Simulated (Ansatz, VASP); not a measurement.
## Two plane-wave programs on BiIr

Contents of INCAR:

```
SYSTEM = BiIr
PREC = Accurate ; ENCUT = 500
EDIFF = 1E-6 ; ISMEAR = 0
SIGMA = 0.05 ; LREAL = .False.
LASPH = .True. ; NELM = 120
ALGO = Normal ; ISIF = 2
LWAVE = .False. ; LCHARG = .False.
NBANDS = 23 ; GGA_COMPAT = .False.
```

Contents of KPOINTS:

```
regular mesh
0
Gamma
  10 10 10
  0 0 0
```

The input POSCAR:

```
BiIr
1.0
    0.0000000000      3.0380373730      3.0380373730
    3.0380373730      0.0000000000      3.0380373730
    3.0380373730      3.0380373730      0.0000000000
Ir Bi
1 1
Direct
    0.0000000000      0.0000000000      0.0000000000
    0.2500000000      0.2500000000      0.2500000000
```

Input for Ansatz:

```yaml
crystal:
  lattice:
    - [0.0, 3.038037373, 3.038037373]
    - [3.038037373, 0.0, 3.038037373]
    - [3.038037373, 3.038037373, 0.0]
  atoms:
    - { symbol: Ir, position: [0.0, 0.0, 0.0] }
    - { symbol: Bi, position: [0.25, 0.25, 0.25] }
basis:
  ecutwfc: 500
  ecutrho_ratio: 4
kpoints:
  mp_grid: { grid: [10, 10, 10] }
hamiltonian:
  xc: lda
scf:
  occupations: { method: gaussian, width: 0.05 }
  lower_state_search: light
output:
  forces: true
  stress: true
  write_density: true
  write_potential: true
  elf: true
  volumetric_format: npy
```

Alike in both runs: task single point; functional LDA; k mesh 10 × 10 × 10; occupations gaussian, width 0.05 eV; no spin polarisation.

|  | VASP | Ansatz |
| --- | --- | --- |
| version | VASP 6.6.1 | Ansatz 0.2.0 |
| potentials or method | VASP PAW LDA potentials, release 64 (Ir_sv_GW, Bi_d), cutoff 500 eV | scalar-relativistic, plane waves, PAW |
| valence electrons in the cell | 32 | 32 |

VASP gave:

| Item | Value |
| --- | --- |
| gap on the k mesh at the Fermi level (eV) | none |
| pressure (GPa) | -3.9 |

Q: What did Ansatz give for the same quantities?

A: gap on the k mesh at the Fermi level (eV): none; pressure (GPa): -3.4.

LDA's correlation is that of Perdew and Zunger in VASP and of Perdew and Wang (1992) in Ansatz. A gap of «none» marks a metal or a gap that the smearing closes.

Spin-orbit coupling is off throughout.
